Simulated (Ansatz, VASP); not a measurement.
## CoSi in VASP and in Ansatz

```
CELL_PARAMETERS angstrom
4.40105 0.00000 0.00000
0.00000 4.40105 0.00000
0.00000 0.00000 4.40105
ATOMIC_POSITIONS crystal
Co 0.14578 0.14578 0.14578
Co 0.35422 0.85422 0.64578
Co 0.64578 0.35422 0.85422
Co 0.85422 0.64578 0.35422
Si 0.84342 0.84342 0.84342
Si 0.65658 0.15658 0.34342
Si 0.34342 0.65658 0.15658
Si 0.15658 0.34342 0.65658
```

Alike in both runs: functional PBE; k mesh 8 × 8 × 8; occupations gaussian, width 0.05 eV; no spin polarisation.

Ansatz relaxed the structure, and its values are those at the end. VASP's run is a single point on that final structure, the one shown.

|  | VASP | Ansatz |
| --- | --- | --- |
| version | VASP 6.6.1 | Ansatz 0.2.0 |
| potentials or method | VASP PAW PBE potentials, release 64 (Co, Si), cutoff 520 eV | scalar-relativistic, plane waves, PAW |
| valence electrons in the cell | 52 | 84 |

```csv
,VASP,Ansatz,Ansatz less VASP
gap on the k mesh at the Fermi level (eV),none,none,-
pressure (GPa),4.5,4.6,+0.09
```

A gap of «none» marks a metal or a gap that the smearing closes. The functional is the same, so the differences come from potentials, cutoffs and numerics. VASP's potentials hold 52 valence electrons a cell and Ansatz's 84, so a difference there can come from the potentials and not from the codes. Ansatz's warnings: stress scf threshold loose.
